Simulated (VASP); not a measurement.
Set up this calculation in VASP 6.6.1, as the native input.

```
Task                   : relaxation of cell and atoms
Functional             : PBE
Potentials or basis    : VASP PAW PBE potentials, release 64 (Li_sv, Ga_d, O)
Cutoff                 : 600 eV
k mesh                 : 10 × 10 × 10
Occupations            : gaussian, width 0.01 eV
Spin                   : no spin polarisation
Dipole correction      : no
Further INCAR settings : ALGO = Normal; EDIFF = 1e-06; IBRION = 2; EDIFFG = -0.01; NSW = 100; ISIF = 3
```

The structure of LiGaO lies in POSCAR:

```
LiGaO
1.0
    3.7841205495      0.0000000000      0.0000000000
    0.0000000000      3.7841205495      0.0000000000
    0.0000000000      0.0000000000      3.3719176586
Li Ga O
1 1 1
Direct
    0.0000000000      0.0000000000      0.5000000000
    0.5000000000      0.5000000000      0.5000000000
    0.0000000000      0.0000000000      0.0000000000
```

The cell was built from a structure type or drawn by symmetry, and may not be a known phase.

One way to write it, as run:

INCAR

```
SYSTEM = LiGaO
PREC = Accurate
ENCUT = 600
EDIFF = 1E-6
ISMEAR = 0
SIGMA = 0.01
LREAL = .False.
LASPH = .True.
NELM = 60
ALGO = Normal
ISIF = 3
LWAVE = .False.
LCHARG = .False.
GGA = PE
IBRION = 2
NSW = 100
EDIFFG = -0.01
```

KPOINTS

```
Automatic mesh
0
Gamma
  10 10 10
  0 0 0
```

Potentials or basis: VASP PAW PBE potentials, release 64 (Li_sv, Ga_d, O).

Run with:

```console
$ cat potpaw_PBE.64/Li_sv/POTCAR potpaw_PBE.64/Ga_d/POTCAR potpaw_PBE.64/O/POTCAR > POTCAR
$ mpirun -np 1 vasp_std > vasp.out
```

It gave:

```json
{
  "Relaxed volume": "16.12 Å³/atom",
  "Relaxed cell": "a = 3.780 Å, b = 3.780 Å, c = 3.383 Å, α = 90.00°, β = 90.00°, γ = 90.00°",
  "Space group after relaxing (to 0.1 Å)": "P4/mmm (No. 123)",
  "Energy gained by relaxing": "0.2 meV/atom",
  "Ionic steps": "3",
  "Pressure after relaxing": "-0.1 GPa",
  "Band gap on the k mesh": "0.26 eV"
}
```

Caveat: the cutoff is under 1.25 times the usual one of these potentials, so pressure, stress and relaxed cells hold a basis-set (Pulay) error.

Run time: 4.3 min on 1 thread of Intel Xeon 8259CL, on a shared host, peak memory 0.26 GiB.
